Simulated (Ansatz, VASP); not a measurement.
One calculation of TaN, two programs

The input INCAR:

```
PREC     = Accurate       # precision mode
ENCUT    = 600            # plane-wave cutoff, eV
EDIFF    = 1E-7           # SCF threshold, eV
ISMEAR   = 0              # smearing method
SIGMA    = 0.1            # smearing width, eV
LREAL    = False          # projectors in reciprocal space
LASPH    = True           # aspherical terms in the spheres
NELM     = 80             # most SCF steps
ALGO     = Normal         # electronic algorithm
ISIF     = 3              # what is computed and relaxed
LWAVE    = False          # write WAVECAR
LCHARG   = False          # write CHGCAR
IBRION   = 2              # ionic algorithm
NSW      = 100            # ionic steps
EDIFFG   = -0.005         # ionic threshold
```

The input KPOINTS:

```
Automatic mesh
0
Gamma
  18 18 14
```

POSCAR

```
TaN
1.0
    2.9050812121      0.0000000000      0.0000000000
   -1.4525406060      2.5158741297      0.0000000000
    0.0000000000      0.0000000000      2.8555203368
Ta N
1 1
Direct
    0.3333333333      0.6666666667      0.5000000000
    0.0000000000      0.0000000000      0.0000000000
```

Input for Ansatz:

```yaml
crystal:
  lattice:
    - [2.9050812113, 0.0, 0.0]
    - [-1.4525406056, 2.515874129, 0.0]
    - [0.0, 0.0, 2.8555203393]
  atoms:
    - { symbol: Ta, position: [0.3333333333, 0.6666666667, 0.5] }
    - { symbol: "N", position: [0.0, 0.0, 0.0] }
basis:
  ecutwfc: 420
kpoints:
  mp_grid: { grid: [18, 18, 14] }
hamiltonian:
  xc: lda
scf:
  occupations: { method: gaussian, width: 0.1 }
output:
  forces: true
  stress: true
  eigenvalues: true
relax:
  adjacent_minimum: "off"
  f_tol: 0.005
  max_steps: 80
  cell: { stress_tol: 0.05 }
```

Alike in both runs: task relaxation of cell and atoms; functional LDA; k mesh 18 × 18 × 14; occupations gaussian, width 0.1 eV; no spin polarisation.

```csv
,VASP,Ansatz
version,VASP 6.6.1,Ansatz 0.2.0
potentials or method,"VASP PAW LDA potentials, release 64 (Ta_pv, N), cutoff 600 eV","scalar-relativistic, plane waves, PAW"
valence electrons in the cell,16,18
```

Ansatz gave:

* gap on the k mesh at the Fermi level, each at its own relaxed structure (eV): none
* relaxed volume (Å³/atom): 10.43
* relaxed length of the cell vector where the two differ most in proportion (Å): 2.907

Problem. Which values does VASP return?

Solution. gap on the k mesh at the Fermi level, each at its own relaxed structure (eV): none; relaxed volume (Å³/atom): 10.49; relaxed length of the cell vector where the two differ most in proportion (Å): 2.912.

LDA's correlation is that of Perdew and Zunger in VASP and of Perdew and Wang (1992) in Ansatz. A gap of «none» marks a metal or a gap that the smearing closes. VASP's potentials hold 16 valence electrons a cell and Ansatz's 18, so a difference there can come from the potentials and not from the codes.

Neither program's run includes spin-orbit coupling.
